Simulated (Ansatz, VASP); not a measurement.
One calculation of Ca, two programs

```
Ca
1.0
     0.00000    2.83611    2.71037
     2.83611    0.00000    2.71037
     2.83611    2.83611    0.00000
Ca
1
Direct
  0.00000 0.00000 0.00000
```

Change from the starting cell: strain +0.015 along x and y, -0.030 along z, atoms carried along.

Alike in both runs: task single point; functional PBE; k mesh 14 × 14 × 14; occupations gaussian, width 0.15 eV; no spin polarisation.

|  | VASP | Ansatz |
| --- | --- | --- |
| version | VASP 6.6.1 | Ansatz 0.2.0 |
| potentials or method | VASP PAW PBE potentials, release 64 (Ca_sv), cutoff 520 eV | scalar-relativistic, plane waves, PAW |
| valence electrons in the cell | 10 | 10 |

|  | VASP | Ansatz | Ansatz less VASP |
| --- | --- | --- | --- |
| gap on the k mesh at the Fermi level (eV) | none | none | - |
| pressure (GPa) | -0.5 | -0.5 | 0.00 |
| traceless stress, the component that is largest in VASP (GPa) | 0.17 | 0.17 | 0.000 |

A gap of «none» marks a metal or a gap that the smearing closes. With one functional, cell and mesh, what is left measures potentials, basis and numerics.
